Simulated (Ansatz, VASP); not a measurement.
**Mg3SnN2: VASP beside Ansatz**

```xyz
6
Lattice="5.7409 0.0000 0.0000 -2.8704 4.9717 0.0000 0.0000 0.0000 3.0234" Properties=species:S:1:pos:R:3 pbc="T T T"
Mg    2.8704    0.0000    1.5117
Mg    1.4352    2.4859    1.5117
Mg   -1.4352    2.4859    1.5117
Sn    0.0000    0.0000    0.0000
N     0.0000    3.3145    0.0000
N     2.8704    1.6572    0.0000
```

Change from the starting cell: species swapped into the NdB2Rh3 type (P6/mmm, No. 191).

Alike in both runs: functional PBE; k mesh 6 × 6 × 6; occupations gaussian, width 0.1 eV; no spin polarisation.

Ansatz relaxed the structure, and its values are those at the end. VASP's run is a single point on that final structure, the one shown.

```csv
,VASP,Ansatz
version,VASP 6.6.1,Ansatz 0.2.0
potentials or method,"VASP PAW PBE potentials, release 64 (Mg, Sn_d, N), cutoff 520 eV","scalar-relativistic, plane waves, PAW"
valence electrons in the cell,30,54
```

Ansatz gave:

```
gap on the k mesh at the Fermi level (eV) : none
pressure (GPa)                            : 0.0
```

What did VASP give for the same quantities?

gap on the k mesh at the Fermi level (eV): none; pressure (GPa): -0.3.

A gap of «none» marks a metal or a gap that the smearing closes. VASP's potentials hold 30 valence electrons a cell and Ansatz's 54, so a difference there can come from the potentials and not from the codes.
